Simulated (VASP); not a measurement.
A run of VASP 6.6.1 is set up as follows.

POSCAR

```
Cu
1.0
   -1.4578577183      1.4578577183      1.4578577183
    1.4578577183     -1.4578577183      1.4578577183
    1.4578577183      1.4578577183     -1.4578577183
Cu
1
Direct
    0.0000000000      0.0000000000      0.0000000000
```

INCAR.step1

```
  ALGO = Normal
  EDIFF = 1E-4
  ENCUT = 520
  GGA = PE
  ISMEAR = -1
  LASPH = True
  LCHARG = False
  LREAL = False
  LWAVE = True
  NBANDS = 12
  NELM = 60
  PREC = Accurate
  SIGMA = 0.1
```

The input INCAR.step2:

```
  ALGO = Normal
  EDIFF = 1E-6
  ENCUT = 520
  ISIF = 2
  ISMEAR = -1
  ISTART = 1
  LASPH = True
  LCHARG = False
  LMIXTAU = True
  LREAL = False
  LWAVE = False
  METAGGA = R2SCAN
  NBANDS = 12
  NELM = 60
  PREC = Accurate
  SIGMA = 0.1
```

File KPOINTS:

```
k-points
0
Gamma
  17 17 17
```

Potentials or basis: VASP PAW PBE potentials, release 64 (Cu).

Run with:

```console
$ cat potpaw_PBE.64/Cu/POTCAR > POTCAR
$ cp INCAR.step1 INCAR
$ mpirun -np 1 vasp_std > vasp.out
$ cp INCAR.step2 INCAR
$ mpirun -np 1 vasp_std > vasp.out
```

Estimate the pressure.

-9.6 GPa.

Caveat: the PAW data sets were made with another functional, which shifts forces and pressure a little.
